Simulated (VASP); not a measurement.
Here is a VASP 6.6.1 calculation.

The input INCAR:

```
PREC = Accurate
ENCUT = 520
EDIFF = 1E-7
ISMEAR = -1
SIGMA = 0.03
LREAL = False
LASPH = True
NELM = 100
ALGO = Normal
ISIF = 2
LWAVE = False
LCHARG = False
GGA = PS
NBANDS = 22
```

KPOINTS

```
regular mesh
0
Gamma
  9 9 3
```

Contents of POSCAR:

```
Bi
1.0
    4.5987308376      0.0000000000      0.0000000000
   -2.2993654188      3.9826177306      0.0000000000
    0.0000000000      0.0000000000     11.9846625878
Bi
2
Direct
    0.3333333333      0.6666666667      0.2500000000
    0.6666666667      0.3333333333      0.7500000000
```

Potentials or basis: VASP PAW PBE potentials, release 64 (Bi_d).

Launch:

```console
$ cat potpaw_PBE.64/Bi_d/POTCAR > POTCAR
$ mpirun -np 1 vasp_std > vasp.out
```

Task: What does it give for the pressure?

Result: -3.3 GPa.

Task: Estimate the band gap on the k mesh.

Result: Zero (bands 15 and 16 overlap by 2.00 eV).

Stress tensor (GPa, compression positive):
```
-4.82  0.00  0.00
 0.00 -4.82  0.00
 0.00  0.00 -0.35
```

Caveat: the cell stands under tension; the PAW data sets were made with another functional, which shifts forces and pressure a little; spin-orbit coupling is left out, which moves the levels of the heavy elements.
